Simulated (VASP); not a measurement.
# Zn (Fm-3m) in VASP: further runs

Zn is run at these levels: r2SCAN; tasks: single point.

All numbers are computed with VASP 6.6.1; they aren't measurements. Logs are shortened: lines on timing, memory, paths and dates and some standing lists are left out, and cuts for length are marked.

### 1 The cell of the first run

Symmetry: Fm-3m, No. 225, cubic system. Conventional cell: a = 3.863 Å, b = 3.863 Å, c = 3.863 Å, α = 90.00°, β = 90.00°, γ = 90.00°. Zn (site symmetry m-3m) has 12 Zn at 2.73 Å within 3.6 Å.

### 2 Single point, r2SCAN

Input file POSCAR:

```
Zn
1.0
    0.0000000000      1.9314682773      1.9314682773
    1.9314682773      0.0000000000      1.9314682773
    1.9314682773      1.9314682773      0.0000000000
Zn
1
Direct
    0.0000000000      0.0000000000      0.0000000000
```

Input file INCAR.step1:

```
  ALGO = Normal
  EDIFF = 1E-4
  ENCUT = 520
  GGA = PE
  ISMEAR = 1
  LASPH = True
  LCHARG = False
  LREAL = False
  LWAVE = True
  NBANDS = 12
  NELM = 80
  PREC = Accurate
  SIGMA = 0.3
```

Input file INCAR.step2:

```
  ALGO = Normal
  EDIFF = 1E-7
  ENCUT = 520
  ISIF = 2
  ISMEAR = 1
  ISTART = 1
  LASPH = True
  LCHARG = False
  LMIXTAU = True
  LREAL = False
  LWAVE = False
  METAGGA = R2SCAN
  NBANDS = 12
  NELM = 80
  PREC = Accurate
  SIGMA = 0.3
```

Input file KPOINTS:

```
k-points
0
Gamma
  13 13 13
```

Potentials or basis: VASP PAW PBE potentials, release 64 (Zn).

Launch:

```bash
$ cat potpaw_PBE.64/Zn/POTCAR > POTCAR
$ cp INCAR.step1 INCAR
$ mpirun -np 1 vasp_std > vasp.out
$ cp INCAR.step2 INCAR
$ mpirun -np 1 vasp_std > vasp.out
```

OUTCAR:

```text
EDIFF = 1E-7
   ENCUT = 520
   ISIF = 2
   ISMEAR = 1
   ISTART = 1
   LASPH = True
   LREAL = False
   METAGGA = R2SCAN
   NELM = 80
   PREC = Accurate

 ion  position               nearest neighbor table
   1  0.000  0.000  0.000-

  LATTYP: Found a face centered cubic cell.
 ALAT       =     3.8629365546

  Lattice vectors:

 A1 = (   0.0000000000,   1.9314682773,   1.9314682773)
 A2 = (   1.9314682773,   0.0000000000,   1.9314682773)
 A3 = (   1.9314682773,   1.9314682773,   0.0000000000)

Analysis of symmetry for initial positions (statically):
=====================================================================
 Subroutine PRICEL returns:
 Original cell was already a primitive cell.

 Routine SETGRP: Setting up the symmetry group for a
 face centered cubic supercell.

 Subroutine GETGRP returns: Found 48 space group operations
 (whereof 48 operations were pure point group operations)
 out of a pool of 48 trial point group operations.

The static configuration has the point symmetry O_h .

Analysis of symmetry for dynamics (positions and initial velocities):
=====================================================================
 Subroutine PRICEL returns:
 Original cell was already a primitive cell.

 Routine SETGRP: Setting up the symmetry group for a
 face centered cubic supercell.

 Subroutine GETGRP returns: Found 48 space group operations
 (whereof 48 operations were pure point group operations)
 out of a pool of 48 trial point group operations.

The dynamic configuration has the point symmetry O_h .

 Subroutine INISYM returns: Found 48 space group operations
 (whereof 48 operations are pure point group operations),
 and found     1 'primitive' translations

----------------------------------------------------------------------------------------

                                     Primitive cell

  volume of cell :      14.4110

  direct lattice vectors                    reciprocal lattice vectors
     0.000000000  1.931468277  1.931468277    -0.258870418  0.258870418  0.258870418
     1.931468277  0.000000000  1.931468277     0.258870418 -0.258870418  0.258870418
     1.931468277  1.931468277  0.000000000     0.258870418  0.258870418 -0.258870418

  length of vectors
     2.731508633  2.731508633  2.731508633     0.448376716  0.448376716  0.448376716

  position of ions in fractional coordinates (direct lattice)
[... 83 lines left out ...]
   ISIF   =      2    stress and relaxation
   ISYM   =      2    0-nonsym 1-usesym 2-fastsym
   POTIM  = 0.5000    time-step for ionic-motion
   TEBEG  =    0.0;   TEEND  =   0.0 temperature during run
   PSTRESS=    0.0 pullay stress
   NELECT =      12.0000    total number of electrons
   NUPDOWN=      -1.0000    fix difference up-down
   EMIN   =  10.00;   EMAX   =-10.00  energy-range for DOS
   EFERMI =   0.00;   METHOD = LEGACY
   ISMEAR =     1;   SIGMA  =   0.30  broadening in eV -4-tet -1-fermi 0-gaus
   EFERMI_NEDOS =   21; number of points for ismear=-14 and -15
   IALGO  =     38    algorithm
   IMIX   =      4    mixing-type and parameters
     AMIX     =   0.40;   BMIX     =  1.00
     AMIX_MAG =   1.60;   BMIX_MAG =  1.00
  volume/ion in A,a.u.               =      14.41        97.25
  Fermi-wavevector in a.u.,A,eV,Ry     =   1.540178  2.910515 32.275049  2.372149
  Thomas-Fermi vector in A             =   2.646302
   LORBIT       =      0    0 simple, 1 ext, 2 COOP (PROOUT), +10 PAW based schemes
   METAGGA = R2SCAN    functional components
   LHFCALC =     F    Hartree Fock is set to
   AEXX    =    0.0000 exact exchange contribution
   IVDW    =     0    specifies the selected vdW correction
   LEPSILON=     F    determine dielectric tensor
   LRPA    =     F    only Hartree local field effects (RPA)
 non-spin polarized calculation
 Methfessel and Paxton  Order N= 1 SIGMA  =   0.30
  energy-cutoff  :      520.00
  volume of cell :       14.41
 maximum number of plane-waves:       399
   NGX = 11   NGY = 11   NGZ = 11

 number of electron      12.0000000 magnetization

 Free energy of the ion-electron system (eV)
  ---------------------------------------------------
  ext. energy  EPLUGINS =         0.00000000
  ---------------------------------------------------
  free energy    TOTEN  =        -8.86894063 eV

  energy without entropy =       -8.87020519  energy(sigma->0) =       -8.86936215

 E-fermi :   3.3039     XC(G=0): -12.9889

 val. band max:        3.1329046536   @ k =  -0.3846   0.3846   0.0769
 cond. band min:       3.3507199582   @ k =  -0.3846   0.3077   0.0000
 fundamental gap:      0.2178153046
 Fermi energy:         3.3038824923

 k-point     1 :       0.0000    0.0000    0.0000
  band No.  band energies     occupation
      1      -7.9375      2.00000
      2      -4.7517      2.00000
      3      -4.7517      2.00000
      4      -4.7516      2.00000
      5      -4.3263      2.00000
      6      -4.3263      2.00000
      7      23.4235      0.00000
      8      23.4352      0.00000
      9      23.4354      0.00000
     10      23.4354      0.00000
     11      25.8322      0.00000
     12      25.8323      0.00000
[... 331 lines left out ...]
 k-point    24 :       0.4615    0.1538    0.0000
  band No.  band energies     occupation
      1      -5.3929      2.00000
      2      -4.8303      2.00000
      3      -4.5897      2.00000
      4      -4.4722      2.00000
      5      -4.0028      2.00000
      6      -1.0062      2.00000
      7       5.0520     -0.00000
      8      15.6566      0.00000
      9      16.8040      0.00000
     10      19.3380      0.00000
     11      28.4289      0.00000
     12      29.1962      0.00000

 [... further k-points ...]

------------------------ aborting loop because EDIFF is reached ----------------------------------------

  FORCE on cell =-STRESS in cart. coord.  units (eV):
  Direction    XX          YY          ZZ          XY          YZ          ZX
  --------------------------------------------------------------------------------------
  -------------------------------------------------------------------------------------
  Total       -0.0197760     -0.0197760     -0.0197760      0.0000000      0.0000000      0.0000000
  in kB       -2.1986456     -2.1986456     -2.1986456      0.0000000      0.0000000      0.0000000
  external PRESSURE =      -2.1986456 kB  Pullay stress =       0.0000000 kB

 VOLUME and BASIS-vectors are now :
 -----------------------------------------------------------------------------
  energy-cutoff  :      520.00
  volume of cell :       14.41
      direct lattice vectors                 reciprocal lattice vectors
     0.000000000  1.931468277  1.931468277    -0.258870418  0.258870418  0.258870418
     1.931468277  0.000000000  1.931468277     0.258870418 -0.258870418  0.258870418
     1.931468277  1.931468277  0.000000000     0.258870418  0.258870418 -0.258870418

 POSITION                                       TOTAL-FORCE (eV/Angst)
 -----------------------------------------------------------------------------------
      0.00000      0.00000      0.00000        -0.000000     -0.000000     -0.000000
 -----------------------------------------------------------------------------------
    total drift:                                0.000000     -0.000000     -0.000000

  FREE ENERGIE OF THE ION-ELECTRON SYSTEM (eV)
  ---------------------------------------------------
  free  energy   TOTEN  =        -8.8689406284 eV

  energy  without entropy=       -8.8702051926  energy(sigma->0) =       -8.86936215
```

OUTCAR.step1:

```text
EDIFF = 1E-4
   ENCUT = 520
   GGA = PE
   ISMEAR = 1
   LASPH = True
   LREAL = False
[... 574 lines left out ...]

 POSITION                                       TOTAL-FORCE (eV/Angst)
 -----------------------------------------------------------------------------------
      0.00000      0.00000      0.00000         0.000000      0.000000      0.000000
 -----------------------------------------------------------------------------------
    total drift:                                0.000000      0.000000      0.000000

  FREE ENERGIE OF THE ION-ELECTRON SYSTEM (eV)
  ---------------------------------------------------
  free  energy   TOTEN  =        -1.0755080461 eV

  energy  without entropy=       -1.0769619005  energy(sigma->0) =       -1.07599266
```

OSZICAR.step1:

```text
N       E                     dE             d eps       ncg     rms          rms(c)
DAV:   1     0.406242441459E+02    0.40624E+02   -0.66888E+03  2124   0.162E+03
DAV:   2     0.202722783611E-01   -0.40604E+02   -0.38309E+02  2088   0.213E+02
DAV:   3    -0.118596488269E+01   -0.12062E+01   -0.12043E+01  2348   0.362E+01
DAV:   4    -0.118846738481E+01   -0.25025E-02   -0.25024E-02  2300   0.157E+00
DAV:   5    -0.118846904045E+01   -0.16556E-05   -0.16558E-05  1824   0.413E-02    0.315E+00
DAV:   6    -0.108365588283E+01    0.10481E+00   -0.56399E-01  2460   0.152E+01    0.234E+00
DAV:   7    -0.107798699633E+01    0.56689E-02   -0.10481E-02  2200   0.201E+00    0.119E+00
DAV:   8    -0.107550415298E+01    0.24828E-02   -0.11300E-03  2384   0.494E-01    0.341E-02
DAV:   9    -0.107550804612E+01   -0.38931E-05   -0.90117E-05  1496   0.143E-01
   1 F= -.10755080E+01 E0= -.10759927E+01  d E =0.145385E-02
```

Wall time 27 s (1 thread of Intel Xeon 6975P-C (Granite Rapids), shared host); peak memory 0.12 GiB.

Results:

| Property | Result |
| --- | --- |
| Free energy | -8.8689 eV |
| Pressure | -0.2 GPa |
| Band gap on the k mesh | zero (band 6 reaches 4.41 eV, above the bottom of band 7 at 2.25 eV) |

Caveat: the PAW data sets were made with another functional, which shifts forces and pressure a little.

### 3 Single point, r2SCAN

This run uses another cell than the first one, of 14.87 Å³/atom, 1.032 times its volume.

Input file POSCAR:

```
Zn
1.0
    0.0000000000      1.9515891866      1.9515891866
    1.9515891866      0.0000000000      1.9515891866
    1.9515891866      1.9515891866      0.0000000000
Zn
1
Direct
    0.0000000000      0.0000000000      0.0000000000
```

Input file INCAR.step1:

```
SYSTEM = Zn
ALGO = Normal
EDIFF = 1E-4
ENCUT = 520
GGA = PE
ISMEAR = 1
LASPH = .True.
LCHARG = .False.
LREAL = .False.
LWAVE = .True.
NBANDS = 12
NELM = 100
PREC = Accurate
SIGMA = 0.3
```

Input file INCAR.step2:

```
SYSTEM = Zn
ALGO = Normal
EDIFF = 1E-7
ENCUT = 520
ISIF = 2
ISMEAR = 1
ISTART = 1
LASPH = .True.
LCHARG = .False.
LMIXTAU = .True.
LREAL = .False.
LWAVE = .False.
METAGGA = R2SCAN
NBANDS = 12
NELM = 100
PREC = Accurate
SIGMA = 0.3
```

Input file KPOINTS:

```
k-points
0
Gamma
  13 13 13
  0 0 0
```

Potentials or basis: VASP PAW PBE potentials, release 64 (Zn).

Launch:

```bash
$ cat potpaw_PBE.64/Zn/POTCAR > POTCAR
$ cp INCAR.step1 INCAR
$ mpirun -np 1 vasp_std > vasp.out
$ cp INCAR.step2 INCAR
$ mpirun -np 1 vasp_std > vasp.out
```

Run time: 27 s. Hardware: 1 thread of Intel Xeon 6975P-C (Granite Rapids), shared host; peak memory 0.15 GiB.

It converged, with:

```
Free energy            : -8.8646 eV
Pressure               : -2.8 GPa
Band gap on the k mesh : zero (band 6 reaches 4.19 eV, above the bottom of band 7 at 1.98 eV)
```

Levels at points of the mesh, in eV from the Fermi level:
```csv
k point,band 2,band 3,band 4,band 5,band 6,band 7,band 8,band 9,band 10,band 11
"(0.00, 0.00, 0.00)",-7.97,-7.97,-7.97,-7.57,-7.57,19.67,19.67,19.67,19.88,22.12
```

Caveat: the PAW data sets were made with another functional, which shifts forces and pressure a little.

### 4 Single point, r2SCAN

This run uses another cell than the first one, of 15.32 Å³/atom, 1.063 times its volume.

Input file POSCAR:

```
Zn
1.0
    0.0000000000      1.9713035430      1.9713035430
    1.9713035430      0.0000000000      1.9713035430
    1.9713035430      1.9713035430      0.0000000000
Zn
1
Direct
    0.0000000000      0.0000000000      0.0000000000
```

Input file INCAR.step1:

```
PREC = Accurate ; ENCUT = 520
ISMEAR = 1 ; SIGMA = 0.3
LREAL = F ; LASPH = T
NELM = 60 ; NBANDS = 12
GGA = PE ; ALGO = Normal
EDIFF = 1E-4 ; LWAVE = T
LCHARG = F
```

Input file INCAR.step2:

```
PREC = Accurate ; ENCUT = 520
EDIFF = 1E-7 ; ISMEAR = 1
SIGMA = 0.3 ; LREAL = F
LASPH = T ; NELM = 60
ALGO = Normal ; ISIF = 2
LWAVE = F ; LCHARG = F
METAGGA = R2SCAN ; LMIXTAU = T
NBANDS = 12 ; ISTART = 1
```

Input file KPOINTS:

```
Automatic mesh
0
Gamma
  13 13 13
```

Launch:

```bash
$ cat potpaw_PBE.64/Zn/POTCAR > POTCAR
$ cp INCAR.step1 INCAR
$ mpirun -np 1 vasp_std > vasp.out
$ cp INCAR.step2 INCAR
$ mpirun -np 1 vasp_std > vasp.out
```

Wall time 27 s (1 thread of Intel Xeon 6975P-C (Granite Rapids), shared host); peak memory 0.14 GiB.

Results (log left out):

```yaml
Free_energy: -8.8533 eV
Pressure: -4.8 GPa
Band_gap_on_the_k_mesh: zero (band 6 reaches 3.99 eV, above the bottom of band 7 at 1.72 eV)
```

Levels at points of the mesh, in eV from the Fermi level:
```
           k point  band 4  band 5  band 6  band 7  band 8  band 9
(0.00, 0.00, 0.00)   -7.90   -7.52   -7.52   19.22   19.22   19.22
```

Caveat: the PAW data sets were made with another functional, which shifts forces and pressure a little.

### 5 The runs side by side

```tsv
cell	gap on the mesh (eV)	pressure (GPa)
a = 2.732 Å, angles 60.0°, 1 atom	none	-0.2
a = 2.760 Å, angles 60.0°, 1 atom	none	-2.8
a = 2.788 Å, angles 60.0°, 1 atom	none	-4.8
```

Alike in all rows: task single point; level r2SCAN; potentials or basis VASP PAW PBE potentials, release 64 (Zn); no spin polarisation; k mesh 13 × 13 × 13; cutoff (eV) 520; smearing methfessel-paxton 0.3 eV.

Caveats: the PAW data sets were made with another functional, which shifts forces and pressure a little.

Absolute energies hang on the potentials; compare differences alone.
